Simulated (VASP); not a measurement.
# ZnSe (F-43m) in VASP: notebook

ZnSe is run at these levels: PBE, r2SCANh, PBE-based global hybrid, HF; tasks: single point.

Program: VASP 6.6.1. These are calculated values, not measurements. Logs are shortened: lines on timing, memory, paths and dates and some standing lists are left out, and cuts for length are marked.

### Step 1. The cell of the first run

The structure is cubic, space group F-43m (No. 216). Conventional cell: a = 5.668 Å, b = 5.668 Å, c = 5.668 Å, α = 90.00°, β = 90.00°, γ = 90.00°. Within 3.2 Å of Zn (site symmetry -43m) lie 4 Se at 2.45 Å. Within 3.2 Å of Se (site symmetry -43m) lie 4 Zn at 2.45 Å.

### Step 2. Single point, PBE

INCAR

```
PREC = Accurate
ENCUT = 520
EDIFF = 1E-6
ISMEAR = 0
SIGMA = 0.05
LREAL = F
LASPH = T
NELM = 100
ALGO = Normal
ISIF = 2
LWAVE = F
LCHARG = T
GGA = PE
LELF = T
LVHAR = T
NBANDS = 16
```

KPOINTS

```
regular mesh
0
Gamma
  4 4 4
```

POSCAR

```
ZnSe
1.0
    0.0000000000      2.8337995388      2.8337995388
    2.8337995388      0.0000000000      2.8337995388
    2.8337995388      2.8337995388      0.0000000000
Zn Se
1 1
Direct
    0.0000000000      0.0000000000      0.0000000000
    0.7500000000      0.7500000000      0.7500000000
```

Potentials or basis: VASP PAW PBE potentials, release 64 (Zn, Se).

Command:

```bash
$ cat potpaw_PBE.64/Zn/POTCAR potpaw_PBE.64/Se/POTCAR > POTCAR
$ mpirun -np 1 vasp_std > vasp.out
```

OUTCAR:

```text
PREC = Accurate
   ENCUT = 520
   EDIFF = 1E-6
   ISMEAR = 0
   LREAL = F
   LASPH = T
   NELM = 100
   ISIF = 2
   GGA = PE

 ion  position               nearest neighbor table
   1  0.000  0.000  0.000-   2 2.45   2 2.45   2 2.45   2 2.45
   2  0.750  0.750  0.750-   1 2.45   1 2.45   1 2.45   1 2.45

  LATTYP: Found a face centered cubic cell.
 ALAT       =     5.6675990776

  Lattice vectors:

 A1 = (   0.0000000000,   2.8337995388,   2.8337995388)
 A2 = (   2.8337995388,   0.0000000000,   2.8337995388)
 A3 = (   2.8337995388,   2.8337995388,   0.0000000000)

Analysis of symmetry for initial positions (statically):
=====================================================================
 Subroutine PRICEL returns:
 Original cell was already a primitive cell.

 Routine SETGRP: Setting up the symmetry group for a
 face centered cubic supercell.

 Subroutine GETGRP returns: Found 24 space group operations
 (whereof 24 operations were pure point group operations)
 out of a pool of 48 trial point group operations.

The static configuration has the point symmetry T_d .

Analysis of symmetry for dynamics (positions and initial velocities):
=====================================================================
 Subroutine PRICEL returns:
 Original cell was already a primitive cell.

 Routine SETGRP: Setting up the symmetry group for a
 face centered cubic supercell.

 Subroutine GETGRP returns: Found 24 space group operations
 (whereof 24 operations were pure point group operations)
 out of a pool of 48 trial point group operations.

The dynamic configuration has the point symmetry T_d .

 Subroutine INISYM returns: Found 24 space group operations
 (whereof 24 operations are pure point group operations),
 and found     1 'primitive' translations

----------------------------------------------------------------------------------------

                                     Primitive cell

  volume of cell :      45.5132

  direct lattice vectors                    reciprocal lattice vectors
     0.000000000  2.833799539  2.833799539    -0.176441556  0.176441556  0.176441556
     2.833799539  0.000000000  2.833799539     0.176441556 -0.176441556  0.176441556
     2.833799539  2.833799539  0.000000000     0.176441556  0.176441556 -0.176441556

  length of vectors
     4.007597741  4.007597741  4.007597741     0.305605740  0.305605740  0.305605740

  position of ions in fractional coordinates (direct lattice)
     0.000000000  0.000000000  0.000000000
     0.750000000  0.750000000  0.750000000

  ion indices of the primitive-cell ions
   primitive index   ion index
                 1           1
                 2           2

----------------------------------------------------------------------------------------

 KPOINTS: regular mesh

Automatic generation of k-mesh.
 Grid dimensions read from file:
 generate k-points for:    4    4    4

 Generating k-lattice:

  Cartesian coordinates                     Fractional coordinates (reciprocal lattice)
    -0.044110389  0.044110389  0.044110389     0.250000000  0.000000000  0.000000000
     0.044110389 -0.044110389  0.044110389     0.000000000  0.250000000  0.000000000
     0.044110389  0.044110389 -0.044110389     0.000000000  0.000000000  0.250000000

  Length of vectors
     0.076401435  0.076401435  0.076401435

  Shift w.r.t. Gamma in fractional coordinates (k-lattice)
     0.000000000  0.000000000  0.000000000

 Subroutine IBZKPT returns following result:
 ===========================================

 Found      8 irreducible k-points:

 Following reciprocal coordinates:
            Coordinates               Weight
  0.000000  0.000000  0.000000      1.000000
  0.250000  0.000000  0.000000      8.000000
  0.500000  0.000000  0.000000      4.000000
  0.250000  0.250000  0.000000      6.000000
  0.500000  0.250000  0.000000     24.000000
 -0.250000  0.250000  0.000000     12.000000
  0.500000  0.500000  0.000000      3.000000
 -0.250000  0.500000  0.250000      6.000000
   k-points           NKPTS =      8   k-points in BZ     NKDIM =      8   number of bands    NBANDS=     16
   number of dos      NEDOS =    301   number of ions     NIONS =      2
   total plane-waves  NPLWV =  27000
   dimension x,y,z NGX =    30 NGY =   30 NGZ =   30
   dimension x,y,z NGXF=    60 NGYF=   60 NGZF=   60
   ions per type =               1   1
   NGX,Y,Z   is equivalent  to a cutoff of  12.44, 12.44, 12.44 a.u.
   NGXF,Y,Z  is equivalent  to a cutoff of  24.89, 24.89, 24.89 a.u.
 SYSTEM =  unknown system
   PREC   = accura    normal or accurate (medium, high low for compatibility)
   ISTART =      0    job   : 0-new  1-cont  2-samecut
   ICHARG =      2    charge: 1-file 2-atom 10-const
   ISPIN  =      1    spin polarized calculation?
   LNONCOLLINEAR =      F non collinear calculations
   LSORBIT =      F    spin-orbit coupling
   LASPH  =      T    aspherical Exc in radial PAW
   ENCUT  =  520.0 eV  38.22 Ry    6.18 a.u.   7.45  7.45  7.45*2*pi/ulx,y,z
   NELM   =    100;   NELMIN=  2; NELMDL= -5     # of ELM steps
   EDIFF  = 0.1E-05   stopping-criterion for ELM
   LREAL  =      F    real-space projection
   EDIFFG = 0.1E-04   stopping-criterion for IOM
   NSW    =      0    number of steps for IOM
   IBRION =     -1    ionic relax: 0-MD 1-quasi-New 2-CG
   NFREE  =      0    steps in history (QN), initial steepest desc. (CG)
   ISIF   =      2    stress and relaxation
   ISYM   =      2    0-nonsym 1-usesym 2-fastsym
   POTIM  = 0.5000    time-step for ionic-motion
   TEBEG  =    0.0;   TEEND  =   0.0 temperature during run
   PSTRESS=    0.0 pullay stress
   NELECT =      18.0000    total number of electrons
   NUPDOWN=      -1.0000    fix difference up-down
   EMIN   =  10.00;   EMAX   =-10.00  energy-range for DOS
   EFERMI =   0.00;   METHOD = LEGACY
   ISMEAR =     0;   SIGMA  =   0.05  broadening in eV -4-tet -1-fermi 0-gaus
   EFERMI_NEDOS =   21; number of points for ismear=-14 and -15
   IALGO  =     38    algorithm
   IMIX   =      4    mixing-type and parameters
     AMIX     =   0.40;   BMIX     =  1.00
     AMIX_MAG =   1.60;   BMIX_MAG =  1.00
  volume/ion in A,a.u.               =      22.76       153.57
  Fermi-wavevector in a.u.,A,eV,Ry     =   1.201674  2.270834 19.647079  1.444020
  Thomas-Fermi vector in A             =   2.337476
   LORBIT       =      0    0 simple, 1 ext, 2 COOP (PROOUT), +10 PAW based schemes
   GGA     = PE    functional components
   LHFCALC =     F    Hartree Fock is set to
   AEXX    =    0.0000 exact exchange contribution
   IVDW    =     0    specifies the selected vdW correction
   LEPSILON=     F    determine dielectric tensor
   LRPA    =     F    only Hartree local field effects (RPA)
 non-spin polarized calculation
 Gauss-broadening in eV      SIGMA  =   0.05
  energy-cutoff  :      520.00
  volume of cell :       45.51
 maximum number of plane-waves:      1243
 NGX is ok and might be reduce to    30
   NGX = 15   NGY = 15   NGZ = 15

 number of electron      18.0000012 magnetization

 Free energy of the ion-electron system (eV)
  ---------------------------------------------------
  ext. energy  EPLUGINS =         0.00000000
  ---------------------------------------------------
  free energy    TOTEN  =        -5.95313122 eV

  energy without entropy =       -5.95313122  energy(sigma->0) =       -5.95313122

 E-fermi :   1.9267     XC(G=0):  -9.3073

 val. band max:        1.6440444156   @ k =   0.0000   0.0000   0.0000
 cond. band min:       2.9217200358   @ k =   0.0000   0.0000   0.0000
 fundamental gap:      1.2776756201
 Fermi energy:         1.9266626748

 k-point     1 :       0.0000    0.0000    0.0000
  band No.  band energies     occupation
      1     -11.6105      2.00000
      2      -4.9313      2.00000
      3      -4.9313      2.00000
      4      -4.9313      2.00000
      5      -4.5646      2.00000
      6      -4.5646      2.00000
[... 8 lines left out ...]
     15      13.0868      0.00000
     16      13.0868      0.00000

 k-point     2 :       0.2500    0.0000    0.0000
  band No.  band energies     occupation
      1     -11.2469      2.00000
      2      -4.8808      2.00000
      3      -4.8808      2.00000
      4      -4.8685      2.00000
      5      -4.5644      2.00000
      6      -4.5644      2.00000
[... 8 lines left out ...]
     15      12.0682      0.00000
     16      12.3499      0.00000

 k-point     3 :       0.5000    0.0000    0.0000
  band No.  band energies     occupation
      1     -10.8177      2.00000
      2      -4.8442      2.00000
      3      -4.8442      2.00000
      4      -4.5461      2.00000
      5      -4.5461      2.00000
      6      -4.4046      2.00000
[... 8 lines left out ...]
     15      14.7352      0.00000
     16      14.7352      0.00000

 k-point     4 :       0.2500    0.2500    0.0000
  band No.  band energies     occupation
      1     -11.1247      2.00000
      2      -4.9407      2.00000
      3      -4.8209      2.00000
      4      -4.8209      2.00000
      5      -4.5898      2.00000
      6      -4.5404      2.00000
[... 8 lines left out ...]
     15      13.9525      0.00000
     16      15.4130      0.00000

 k-point     5 :       0.5000    0.2500    0.0000
  band No.  band energies     occupation
      1     -10.6919      2.00000
      2      -4.8475      2.00000
      3      -4.7626      2.00000
      4      -4.6645      2.00000
      5      -4.5374      2.00000
      6      -4.4217      2.00000
[... 8 lines left out ...]
     15      14.9032      0.00000
     16      15.7534      0.00000

 k-point     6 :      -0.2500    0.2500    0.0000
  band No.  band energies     occupation
      1     -10.8373      2.00000
      2      -4.8325      2.00000
      3      -4.8148      2.00000
      4      -4.6766      2.00000
      5      -4.5763      2.00000
      6      -4.5142      2.00000
[... 8 lines left out ...]
     15      13.6201      0.00000
     16      15.7334      0.00000

 k-point     7 :       0.5000    0.5000    0.0000
  band No.  band energies     occupation
      1     -10.5482      2.00000
      2      -4.8986      2.00000
      3      -4.6794      2.00000
      4      -4.6794      2.00000
      5      -4.5163      2.00000
      6      -4.3837      2.00000
[... 8 lines left out ...]
     15      15.5613      0.00000
     16      16.0599      0.00000

 k-point     8 :      -0.2500    0.5000    0.2500
  band No.  band energies     occupation
      1     -10.5432      2.00000
      2      -4.8142      2.00000
      3      -4.7256      2.00000
      4      -4.5963      2.00000
      5      -4.5938      2.00000
      6      -4.2627      2.00000
[... 8 lines left out ...]
     15      15.3976      0.00000
     16      15.7324      0.00000

------------------------ aborting loop because EDIFF is reached ----------------------------------------

  FORCE on cell =-STRESS in cart. coord.  units (eV):
  Direction    XX          YY          ZZ          XY          YZ          ZX
  --------------------------------------------------------------------------------------
  -------------------------------------------------------------------------------------
  Total        0.7639670      0.7639670      0.7639670      0.0000000      0.0000000     -0.0000000
  in kB       26.8935285     26.8935285     26.8935285      0.0000000      0.0000000     -0.0000000
  external PRESSURE =      26.8935285 kB  Pullay stress =       0.0000000 kB

 VOLUME and BASIS-vectors are now :
 -----------------------------------------------------------------------------
  energy-cutoff  :      520.00
  volume of cell :       45.51
      direct lattice vectors                 reciprocal lattice vectors
     0.000000000  2.833799539  2.833799539    -0.176441556  0.176441556  0.176441556
     2.833799539  0.000000000  2.833799539     0.176441556 -0.176441556  0.176441556
     2.833799539  2.833799539  0.000000000     0.176441556  0.176441556 -0.176441556

 POSITION                                       TOTAL-FORCE (eV/Angst)
 -----------------------------------------------------------------------------------
      0.00000      0.00000      0.00000        -0.000000     -0.000000     -0.000000
      4.25070      4.25070      4.25070         0.000000      0.000000      0.000000
 -----------------------------------------------------------------------------------
    total drift:                                0.000001      0.000001      0.000001

  FREE ENERGIE OF THE ION-ELECTRON SYSTEM (eV)
  ---------------------------------------------------
  free  energy   TOTEN  =        -5.9531312182 eV

  energy  without entropy=       -5.9531312182  energy(sigma->0) =       -5.95313122
```

It took 5.5 s on 1 thread of Intel Xeon 6975P-C (Granite Rapids), shared host; peak memory 0.16 GiB.

What came out:

```yaml
Free_energy: -5.9531 eV
Pressure: 2.7 GPa
Band_gap_on_the_k_mesh: 1.28 eV, direct
```

Caveat: the k points lie up to 0.48 Å⁻¹ apart.

[end of part 1 of 2]
